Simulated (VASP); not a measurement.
# K (Fm-3m) in VASP: notebook

The runs below take K through single point, relaxation of cell and atoms, with PBEsol.

Program: VASP 6.6.1. These are calculated values, not measurements. Logs are shortened: lines on timing, memory, paths and dates and some standing lists are left out, and cuts for length are marked.

**1. The cell of the first run**

Symmetry: Fm-3m, No. 225, cubic system. Conventional cell: a = 4.653 Å, b = 4.653 Å, c = 4.653 Å, α = 90.00°, β = 90.00°, γ = 90.00°. K (site symmetry m-3m) has 12 K at 3.29 Å within 4.3 Å.

This isn't the form of K at room conditions, which is bcc.

**2. Single point, PBEsol**

Contents of INCAR:

```
PREC = Accurate
ENCUT = 500
EDIFF = 1E-6
ISMEAR = -1
SIGMA = 0.1
LREAL = F
LASPH = T
NELM = 120
ALGO = Normal
ISIF = 2
LWAVE = F
LCHARG = T
GGA = PS
LELF = T
LVHAR = T
NBANDS = 10
GGA_COMPAT = F
```

Contents of KPOINTS:

```
Automatic mesh
0
Gamma
  6 6 6
```

Contents of POSCAR:

```
K
1.0
    0.0000000000      2.3263182428      2.3263182428
    2.3263182428      0.0000000000      2.3263182428
    2.3263182428      2.3263182428      0.0000000000
K
1
Direct
    0.0000000000      0.0000000000      0.0000000000
```

Potentials or basis: VASP PAW PBE potentials, release 64 (K_sv).

Started as:

```
cat potpaw_PBE.64/K_sv/POTCAR > POTCAR
mpirun -np 1 vasp_std > vasp.out
```

OUTCAR:

```text
PREC = Accurate
   ENCUT = 500
   EDIFF = 1E-6
   ISMEAR = -1
   LREAL = F
   LASPH = T
   NELM = 120
   ISIF = 2
   GGA = PS

 ion  position               nearest neighbor table
   1  0.000  0.000  0.000-

  LATTYP: Found a face centered cubic cell.
 ALAT       =     4.6526364856

  Lattice vectors:

 A1 = (   0.0000000000,   2.3263182428,   2.3263182428)
 A2 = (   2.3263182428,   0.0000000000,   2.3263182428)
 A3 = (   2.3263182428,   2.3263182428,   0.0000000000)

Analysis of symmetry for initial positions (statically):
=====================================================================
 Subroutine PRICEL returns:
 Original cell was already a primitive cell.

 Routine SETGRP: Setting up the symmetry group for a
 face centered cubic supercell.

 Subroutine GETGRP returns: Found 48 space group operations
 (whereof 48 operations were pure point group operations)
 out of a pool of 48 trial point group operations.

The static configuration has the point symmetry O_h .

Analysis of symmetry for dynamics (positions and initial velocities):
=====================================================================
 Subroutine PRICEL returns:
 Original cell was already a primitive cell.

 Routine SETGRP: Setting up the symmetry group for a
 face centered cubic supercell.

 Subroutine GETGRP returns: Found 48 space group operations
 (whereof 48 operations were pure point group operations)
 out of a pool of 48 trial point group operations.

The dynamic configuration has the point symmetry O_h .

 Subroutine INISYM returns: Found 48 space group operations
 (whereof 48 operations are pure point group operations),
 and found     1 'primitive' translations

----------------------------------------------------------------------------------------

                                     Primitive cell

  volume of cell :      25.1789

  direct lattice vectors                    reciprocal lattice vectors
     0.000000000  2.326318243  2.326318243    -0.214931900  0.214931900  0.214931900
     2.326318243  0.000000000  2.326318243     0.214931900 -0.214931900  0.214931900
     2.326318243  2.326318243  0.000000000     0.214931900  0.214931900 -0.214931900

  length of vectors
     3.289910809  3.289910809  3.289910809     0.372272971  0.372272971  0.372272971

  position of ions in fractional coordinates (direct lattice)
     0.000000000  0.000000000  0.000000000

  ion indices of the primitive-cell ions
   primitive index   ion index
                 1           1

----------------------------------------------------------------------------------------

 KPOINTS: Automatic mesh

Automatic generation of k-mesh.
 Grid dimensions read from file:
 generate k-points for:    6    6    6

 Generating k-lattice:

  Cartesian coordinates                     Fractional coordinates (reciprocal lattice)
    -0.035821983  0.035821983  0.035821983     0.166666667  0.000000000  0.000000000
     0.035821983 -0.035821983  0.035821983     0.000000000  0.166666667  0.000000000
     0.035821983  0.035821983 -0.035821983     0.000000000  0.000000000  0.166666667

  Length of vectors
     0.062045495  0.062045495  0.062045495

  Shift w.r.t. Gamma in fractional coordinates (k-lattice)
     0.000000000  0.000000000  0.000000000

 Subroutine IBZKPT returns following result:
 ===========================================

 Found     16 irreducible k-points:

 Following reciprocal coordinates:
            Coordinates               Weight
  0.000000  0.000000  0.000000      1.000000
  0.166667  0.000000  0.000000      8.000000
  0.333333  0.000000  0.000000      8.000000
  0.500000  0.000000  0.000000      4.000000
  0.166667  0.166667  0.000000      6.000000
  0.333333  0.166667  0.000000     24.000000
[... 8 lines left out ...]
 -0.333333  0.333333  0.166667     24.000000
 -0.333333  0.500000  0.166667     12.000000
   k-points           NKPTS =     16   k-points in BZ     NKDIM =     16   number of bands    NBANDS=     10
   number of dos      NEDOS =    301   number of ions     NIONS =      1
   total plane-waves  NPLWV =  13824
   dimension x,y,z NGX =    24 NGY =   24 NGZ =   24
   dimension x,y,z NGXF=    48 NGYF=   48 NGZF=   48
   ions per type =               1
   NGX,Y,Z   is equivalent  to a cutoff of  12.13, 12.13, 12.13 a.u.
   NGXF,Y,Z  is equivalent  to a cutoff of  24.26, 24.26, 24.26 a.u.
 SYSTEM =  unknown system
   PREC   = accura    normal or accurate (medium, high low for compatibility)
   ISTART =      0    job   : 0-new  1-cont  2-samecut
   ICHARG =      2    charge: 1-file 2-atom 10-const
   ISPIN  =      1    spin polarized calculation?
   LNONCOLLINEAR =      F non collinear calculations
   LSORBIT =      F    spin-orbit coupling
   LASPH  =      T    aspherical Exc in radial PAW
   ENCUT  =  500.0 eV  36.75 Ry    6.06 a.u.   6.00  6.00  6.00*2*pi/ulx,y,z
   NELM   =    120;   NELMIN=  2; NELMDL= -5     # of ELM steps
   EDIFF  = 0.1E-05   stopping-criterion for ELM
   LREAL  =      F    real-space projection
   EDIFFG = 0.1E-04   stopping-criterion for IOM
   NSW    =      0    number of steps for IOM
   IBRION =     -1    ionic relax: 0-MD 1-quasi-New 2-CG
   NFREE  =      0    steps in history (QN), initial steepest desc. (CG)
   ISIF   =      2    stress and relaxation
   ISYM   =      2    0-nonsym 1-usesym 2-fastsym
   POTIM  = 0.5000    time-step for ionic-motion
   TEBEG  =    0.0;   TEEND  =   0.0 temperature during run
   PSTRESS=    0.0 pullay stress
   NELECT =       9.0000    total number of electrons
   NUPDOWN=      -1.0000    fix difference up-down
   EMIN   =  10.00;   EMAX   =-10.00  energy-range for DOS
   EFERMI =   0.00;   METHOD = LEGACY
   ISMEAR =    -1;   SIGMA  =   0.10  broadening in eV -4-tet -1-fermi 0-gaus
   EFERMI_NEDOS =   21; number of points for ismear=-14 and -15
   IALGO  =     38    algorithm
   IMIX   =      4    mixing-type and parameters
     AMIX     =   0.40;   BMIX     =  1.00
     AMIX_MAG =   1.60;   BMIX_MAG =  1.00
  volume/ion in A,a.u.               =      25.18       169.92
  Fermi-wavevector in a.u.,A,eV,Ry     =   1.161832  2.195543 18.365863  1.349853
  Thomas-Fermi vector in A             =   2.298399
   LORBIT       =      0    0 simple, 1 ext, 2 COOP (PROOUT), +10 PAW based schemes
   GGA     = PS    functional components
   LHFCALC =     F    Hartree Fock is set to
   AEXX    =    0.0000 exact exchange contribution
   IVDW    =     0    specifies the selected vdW correction
   LEPSILON=     F    determine dielectric tensor
   LRPA    =     F    only Hartree local field effects (RPA)
 non-spin polarized calculation
  energy-cutoff  :      500.00
  volume of cell :       25.18
 maximum number of plane-waves:       650
   NGX = 11   NGY = 11   NGZ = 11

 number of electron       8.9999998 magnetization

 Free energy of the ion-electron system (eV)
  ---------------------------------------------------
  ext. energy  EPLUGINS =         0.00000000
  ---------------------------------------------------
  free energy    TOTEN  =         0.37874513 eV

  energy without entropy =        0.41959914  energy(sigma->0) =        0.39917214

 E-fermi :   4.0123     XC(G=0):  -9.2358

 val. band max:        3.7885870010   @ k =   0.5000   0.3333   0.0000
 cond. band min:       4.0704808276   @ k =  -0.3333   0.5000   0.1667
 fundamental gap:      0.2818938266
 Fermi energy:         4.0122581384

 k-point     1 :       0.0000    0.0000    0.0000
  band No.  band energies     occupation
      1     -28.6457      2.00000
      2     -11.3450      2.00000
      3     -11.3450      2.00000
      4     -11.3450      2.00000
      5       0.4970      2.00000
      6       8.4300      0.00000
      7       8.4300      0.00000
      8       8.4300      0.00000
      9      11.0715      0.00000
     10      11.0715      0.00000

 k-point     2 :       0.1667    0.0000    0.0000
  band No.  band energies     occupation
      1     -28.5696      2.00000
      2     -11.8025      2.00000
      3     -11.3920      2.00000
      4     -11.3920      2.00000
      5       1.3692      2.00000
      6       7.4791      0.00000
      7       8.7180      0.00000
      8       8.7180      0.00000
      9      10.7026      0.00000
     10      10.7026      0.00000

 k-point     3 :       0.3333    0.0000    0.0000
  band No.  band energies     occupation
      1     -28.4125      2.00000
      2     -12.6216      2.00000
      3     -11.4835      2.00000
      4     -11.4835      2.00000
      5       3.0473      1.99987
      6       6.4920      0.00000
      7       8.3870      0.00000
      8       8.3870      0.00000
      9      11.6869      0.00000
     10      11.6869      0.00000

 k-point     4 :       0.5000    0.0000    0.0000
  band No.  band energies     occupation
      1     -28.3312      2.00000
      2     -12.9967      2.00000
      3     -11.5281      2.00000
      4     -11.5281      2.00000
      5       3.6923      1.92165
      6       6.5171      0.00000
      7       8.0407      0.00000
      8       8.0407      0.00000
      9      12.9371      0.00000
     10      12.9371      0.00000
[... 118 lines left out ...]
 k-point    14 :       0.5000    0.3333    0.1667
  band No.  band energies     occupation
      1     -28.3090      2.00000
      2     -12.5760      2.00000
      3     -11.9859      2.00000
      4     -11.6779      2.00000
      5       4.1934      0.28093
      6       5.9543      0.00000
      7       6.6071      0.00000
      8       9.8965      0.00000
      9      11.2006      0.00000
     10      13.7846      0.00000

 k-point    15 :      -0.3333    0.3333    0.1667
  band No.  band energies     occupation
      1     -28.2551      2.00000
      2     -12.6101      2.00000
      3     -12.1857      2.00000
      4     -11.7690      2.00000
      5       4.8726      0.00037
      6       5.5738      0.00000
      7       6.7571      0.00000
      8       9.4876      0.00000
      9      12.3690      0.00000
     10      14.3224      0.00000

 k-point    16 :      -0.3333    0.5000    0.1667
  band No.  band energies     occupation
      1     -28.2297      2.00000
      2     -12.6213      2.00000
      3     -12.1431      2.00000
      4     -11.9277      2.00000
      5       4.0705      0.71684
      6       5.5744      0.00000
      7       7.3894      0.00000
      8      10.1254      0.00000
      9      13.5171      0.00000
     10      14.5316      0.00000

------------------------ aborting loop because EDIFF is reached ----------------------------------------

  FORCE on cell =-STRESS in cart. coord.  units (eV):
  Direction    XX          YY          ZZ          XY          YZ          ZX
  --------------------------------------------------------------------------------------
  -------------------------------------------------------------------------------------
  Total        3.1603794      3.1603794      3.1603794      0.0000000      0.0000000      0.0000000
  in kB      201.1001656    201.1001656    201.1001656      0.0000000      0.0000000      0.0000000
  external PRESSURE =     201.1001656 kB  Pullay stress =       0.0000000 kB

 VOLUME and BASIS-vectors are now :
 -----------------------------------------------------------------------------
  energy-cutoff  :      500.00
  volume of cell :       25.18
      direct lattice vectors                 reciprocal lattice vectors
     0.000000000  2.326318243  2.326318243    -0.214931900  0.214931900  0.214931900
     2.326318243  0.000000000  2.326318243     0.214931900 -0.214931900  0.214931900
     2.326318243  2.326318243  0.000000000     0.214931900  0.214931900 -0.214931900

 POSITION                                       TOTAL-FORCE (eV/Angst)
 -----------------------------------------------------------------------------------
      0.00000      0.00000      0.00000        -0.000000      0.000000     -0.000000
 -----------------------------------------------------------------------------------
    total drift:                               -0.000000      0.000000      0.000000

  FREE ENERGIE OF THE ION-ELECTRON SYSTEM (eV)
  ---------------------------------------------------
  free  energy   TOTEN  =         0.3787451324 eV

  energy  without entropy=        0.4195991403  energy(sigma->0) =        0.39917214
```

Run time: 3.3 s. Hardware: 1 thread of Intel Xeon Platinum 8375C at 2.90GHz (Ice Lake), shared host; peak memory 0.13 GiB.

What came out:

- Free energy: 0.3787 eV
- Pressure: 20.1 GPa
- Band gap on the k mesh: zero (an odd number of electrons rules out a gap without spin polarisation)

Caveat: the k points lie up to 0.39 Å⁻¹ apart, too coarse for converged energies and pressures of a metal; the PAW data sets were made with another functional, which shifts forces and pressure a little.

[end of part 1 of 2]

The gap in the log of VASP goes by the Fermi energy; the results here count the filled bands.